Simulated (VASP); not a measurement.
# Ta: single point with PBE

The system is Ta.

```xyz
1
Lattice="2.9076 0.0000 0.0000 -1.4538 2.5181 0.0000 1.4538 0.8394 2.5173" Properties=species:S:1:pos:R:3 pbc="T T T"
Ta    0.0000    0.0000    0.0000
```

* Program: VASP 6.6.1
* Task: single point
* Functional: PBE
* Potentials or basis: VASP PAW PBE potentials, release 64 (Ta_pv)
* Cutoff: 500 eV
* k mesh: 12 × 12 × 14
* Occupations: gaussian, width 0.1 eV
* Spin: no spin polarisation

```
Pressure               : 4.2 GPa
Band gap on the k mesh : zero (an odd number of electrons rules out a gap without spin polarisation)
```

Stress tensor (GPa, compression positive):
```
5.60 0.02 0.20
0.02 5.58 0.12
0.20 0.12 1.50
```

Levels at points of the mesh, in eV from the Fermi level:
| k point | band 3 | band 4 | band 5 | band 6 | band 7 | band 8 |
| --- | --- | --- | --- | --- | --- | --- |
| (0.00, 0.00, 0.00) | -33.45 | -8.17 | -0.19 | 0.78 | 0.78 | 3.62 |
| (0.50, 0.00, 0.00) | -33.83 | -4.46 | -3.41 | 3.05 | 5.81 | 6.57 |
| (0.00, 0.50, 0.00) | -33.64 | -4.61 | -0.32 | 0.70 | 0.97 | 5.50 |
| (0.50, 0.50, 0.00) | -33.64 | -4.61 | -0.32 | 0.70 | 0.97 | 5.50 |
| (0.00, 0.00, 0.50) | -33.56 | -4.80 | 0.24 | 0.45 | 0.45 | 5.79 |
| (0.50, 0.00, 0.50) | -33.64 | -4.61 | -0.32 | 0.70 | 0.97 | 5.51 |
| (0.00, 0.50, 0.50) | -33.83 | -4.46 | -3.41 | 3.05 | 5.81 | 6.57 |
| (0.50, 0.50, 0.50) | -33.83 | -4.46 | -3.41 | 3.05 | 5.81 | 6.57 |

It took 110 s on 1 thread of AMD EPYC 9R45 96-Core Processor (Zen 5), with other jobs on the host, peak memory 0.28 GiB.

Caveat: the cell stands under pressure; spin-orbit coupling is left out, which moves the levels of the heavy elements.
